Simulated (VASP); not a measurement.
# BP (b) (F-43m) in VASP: further runs, part 2 of 2

VASP 6.6.1. Earlier steps stand in the parts before.

## Step 3: Single point, PBE

This run uses another cell than the first one, of 11.76 Å³/atom, 1.011 times its volume.

Contents of INCAR:

```
SYSTEM = BP
ALGO = Normal
EDIFF = 1E-6
ENCUT = 500
GGA = PE
GGA_COMPAT = .FALSE.
ISIF = 2
ISMEAR = 0
LASPH = .TRUE.
LCHARG = .FALSE.
LREAL = .FALSE.
LWAVE = .FALSE.
NBANDS = 11
NELM = 120
PREC = Accurate
SIGMA = 0.02
```

Contents of KPOINTS:

```
k-points
0
G
  10 10 10
  0 0 0
```

Contents of POSCAR:

```
BP
1.0
    0.0000000000      2.2742133262      2.2742133262
    2.2742133262      0.0000000000      2.2742133262
    2.2742133262      2.2742133262      0.0000000000
B P
1 1
Direct
    0.0000000000      0.0000000000      0.0000000000
    0.2500000000      0.2500000000      0.2500000000
```

Potentials or basis: VASP PAW PBE potentials, release 64 (B, P).

Run with:

```bash
$ cat potpaw_PBE.64/B/POTCAR potpaw_PBE.64/P/POTCAR > POTCAR
$ mpirun -np 1 vasp_std > vasp.out
```

OUTCAR:

```text
SYSTEM = BP
   EDIFF = 1E-6
   ENCUT = 500
   GGA = PE
   ISIF = 2
   ISMEAR = 0
   LASPH = .TRUE.
   LREAL = .FALSE.
   NELM = 120
   PREC = Accurate

 ion  position               nearest neighbor table
   1  0.000  0.000  0.000-   2 1.97   2 1.97   2 1.97   2 1.97
   2  0.250  0.250  0.250-   1 1.97   1 1.97   1 1.97   1 1.97

  LATTYP: Found a face centered cubic cell.
 ALAT       =     4.5484266524

  Lattice vectors:

 A1 = (   0.0000000000,   2.2742133262,   2.2742133262)
 A2 = (   2.2742133262,   0.0000000000,   2.2742133262)
 A3 = (   2.2742133262,   2.2742133262,   0.0000000000)
[... 512 lines left out ...]
      7      16.7806      0.00000
      8      16.7959      0.00000
      9      21.2722      0.00000
     10      22.5747      0.00000
     11      24.3121      0.00000

 [... further k-points ...]
[... 5 lines left out ...]
  --------------------------------------------------------------------------------------
  -------------------------------------------------------------------------------------
  Total       -0.0331729     -0.0331729     -0.0331729     -0.0000000      0.0000000     -0.0000000
  in kB       -2.2592800     -2.2592800     -2.2592800     -0.0000000      0.0000000     -0.0000000
  external PRESSURE =      -2.2592800 kB  Pullay stress =       0.0000000 kB

 VOLUME and BASIS-vectors are now :
 -----------------------------------------------------------------------------
  energy-cutoff  :      500.00
  volume of cell :       23.52
      direct lattice vectors                 reciprocal lattice vectors
     0.000000000  2.274213326  2.274213326    -0.219856244  0.219856244  0.219856244
     2.274213326  0.000000000  2.274213326     0.219856244 -0.219856244  0.219856244
     2.274213326  2.274213326  0.000000000     0.219856244  0.219856244 -0.219856244

 POSITION                                       TOTAL-FORCE (eV/Angst)
 -----------------------------------------------------------------------------------
      0.00000      0.00000      0.00000         0.000000      0.000000      0.000000
      1.13711      1.13711      1.13711        -0.000000     -0.000000     -0.000000
 -----------------------------------------------------------------------------------
    total drift:                                0.000000      0.000000      0.000000

  FREE ENERGIE OF THE ION-ELECTRON SYSTEM (eV)
  ---------------------------------------------------
  free  energy   TOTEN  =       -12.9305722522 eV

  energy  without entropy=      -12.9305722522  energy(sigma->0) =      -12.93057225
```

OSZICAR:

```text
N       E                     dE             d eps       ncg     rms          rms(c)
DAV:   1     0.820708128272E+01    0.82071E+01   -0.38472E+03  1034   0.636E+02
DAV:   2    -0.130624862080E+02   -0.21270E+02   -0.20128E+02  1420   0.105E+02
DAV:   3    -0.136213558090E+02   -0.55887E+00   -0.55754E+00  1305   0.150E+01
DAV:   4    -0.136234922506E+02   -0.21364E-02   -0.21362E-02  1182   0.111E+00
DAV:   5    -0.136235040414E+02   -0.11791E-04   -0.11791E-04  1314   0.814E-02    0.714E+00
DAV:   6    -0.130264954728E+02    0.59701E+00   -0.13717E+00  1163   0.504E+00    0.385E+00
DAV:   7    -0.129377788195E+02    0.88717E-01   -0.22615E-01  1277   0.236E+00    0.132E+00
DAV:   8    -0.129300382627E+02    0.77406E-02   -0.26306E-02  1218   0.923E-01    0.191E-01
DAV:   9    -0.129303631600E+02   -0.32490E-03   -0.71427E-04  1210   0.180E-01    0.121E-01
DAV:  10    -0.129305604834E+02   -0.19732E-03   -0.24765E-04  1154   0.987E-02    0.279E-02
DAV:  11    -0.129305712540E+02   -0.10771E-04   -0.11542E-05  1323   0.225E-02    0.329E-02
DAV:  12    -0.129305722522E+02   -0.99823E-06   -0.45708E-06  1157   0.105E-02
   1 F= -.12930572E+02 E0= -.12930572E+02  d E =-.105911E-20
```

Run time: 14 s. Hardware: 1 thread of Intel Xeon 8259CL, shared host; peak memory 0.13 GiB.

Results:

```yaml
Free_energy: -12.9306 eV
Pressure: -0.2 GPa
Band_gap_on_the_k_mesh: 1.25 eV, indirect (least direct gap 3.39 eV)
```

A k mesh can miss the band edges.

## Step 4: Relaxation of cell and atoms, PBE

Contents of INCAR:

```
SYSTEM = BP
  PREC = Accurate
  ENCUT = 500
  EDIFF = 1E-7
  ISMEAR = 0
  SIGMA = 0.02
  LREAL = .FALSE.
  LASPH = .TRUE.
  NELM = 120
  ALGO = Normal
  ISIF = 3
  LWAVE = .FALSE.
  LCHARG = .FALSE.
  GGA = PE
  IBRION = 2
  NSW = 100
  EDIFFG = -0.002
  GGA_COMPAT = .FALSE.
  NELMIN = 4
```

Contents of KPOINTS:

```
regular mesh
0
G
  10 10 10
  0 0 0
```

Contents of POSCAR:

```
BP
1.0
    0.0000000000      2.2660723800      2.2660723800
    2.2660723800      0.0000000000      2.2660723800
    2.2660723800      2.2660723800      0.0000000000
B P
1 1
Direct
    0.0000000000      0.0000000000      0.0000000000
    0.2500000000      0.2500000000      0.2500000000
```

Run with:

```bash
$ cat potpaw_PBE.64/B/POTCAR potpaw_PBE.64/P/POTCAR > POTCAR
$ mpirun -np 1 vasp_std > vasp.out
```

Wall time 29 s (1 thread of Intel Xeon 8259CL, shared host); peak memory 0.13 GiB.

Results (log left out):

| Item | Value |
| --- | --- |
| Free energy | -12.9305 eV |
| Relaxed volume | 11.75 Å³/atom |
| Relaxed cell | a = 3.215 Å, b = 3.215 Å, c = 3.215 Å, α = 60.00°, β = 60.00°, γ = 60.00° |
| Space group after relaxing (to 0.05 Å) | F-43m (No. 216) |
| Energy gained by relaxing | 0.5 meV/atom |
| Ionic steps | 3 |
| Pressure after relaxing | 0.0 GPa |
| Band gap on the k mesh | 1.25 eV, indirect (least direct gap 3.39 eV) |

Step by step:
| step | energy change (eV) | largest force (eV/Å) | pressure (GPa) | volume (Å³) |
| --- | --- | --- | --- | --- |
| 1 | 0.0000 | 0.0000 | 1.55 | 23.27 |
| 2 | -0.0005 | 0.0000 | -1.09 | 23.65 |
| 3 | -0.0011 | 0.0000 | 0.01 | 23.49 |

Final structure:
```
CELL_PARAMETERS angstrom
0.00000 2.27317 2.27317
2.27317 0.00000 2.27317
2.27317 2.27317 0.00000
ATOMIC_POSITIONS crystal
B 0.00000 0.00000 0.00000
P 0.25000 0.25000 0.25000
```

Levels at points of the mesh, in eV from the valence-band top:
| k point | band 2 | band 3 | band 4 | band 5 | band 6 | band 7 |
| --- | --- | --- | --- | --- | --- | --- |
| (0.00, 0.00, 0.00) | 0.00 | 0.00 | 0.00 | 3.39 | 3.39 | 3.39 |
| (0.50, 0.00, 0.00) | -8.99 | -1.75 | -1.75 | 3.75 | 4.71 | 4.71 |
| (0.50, 0.50, 0.00) | -8.55 | -4.09 | -4.09 | 1.34 | 1.66 | 12.07 |

A k mesh can miss the band edges.

## Step 5: The runs side by side

| task | cell | k mesh | smearing | gap on the mesh (eV) | pressure (GPa) |
| --- | --- | --- | --- | --- | --- |
| single point | a = 3.205 Å, angles 60.0°, 2 atoms | 8 × 8 × 8 | gaussian 0.1 eV | 1.26 | 1.6 |
| single point | a = 3.216 Å, angles 60.0°, 2 atoms | 10 × 10 × 10 | gaussian 0.02 eV | 1.25 | -0.2 |
| relaxation of cell and atoms | relaxed from a = 3.205 Å, angles 60.0°, 2 atoms | 10 × 10 × 10 | gaussian 0.02 eV | 1.25 | 0.0 |

Alike in all rows: level PBE; potentials or basis VASP PAW PBE potentials, release 64 (B, P); no spin polarisation; cutoff (eV) 500.

Absolute energies hang on the potentials; compare differences alone.
